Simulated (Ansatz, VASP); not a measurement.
**Cu in VASP and in Ansatz**

```
CELL_PARAMETERS angstrom
0.00000 1.75871 1.75871
1.75871 0.00000 1.75871
1.75871 1.75871 0.00000
ATOMIC_POSITIONS crystal
Cu 0.00000 0.00000 0.00000
```

Alike in both runs: task single point; functional PBE; k mesh 20 × 20 × 20; occupations gaussian, width 0.1 eV; no spin polarisation.

```csv
,VASP,Ansatz
version,VASP 6.6.1,Ansatz 0.2.0
potentials or method,"VASP PAW PBE potentials, release 64 (Cu), cutoff 520 eV","scalar-relativistic, plane waves, PAW"
valence electrons in the cell,11,19
```

|  | VASP | Ansatz | Ansatz less VASP |
| --- | --- | --- | --- |
| gap on the k mesh at the Fermi level (eV) | none | none | - |
| pressure (GPa) | 17.7 | 16.8 | -0.85 |

A gap of «none» marks a metal or a gap that the smearing closes. VASP's potentials hold 11 valence electrons a cell and Ansatz's 19, so a difference there can come from the potentials and not from the codes.
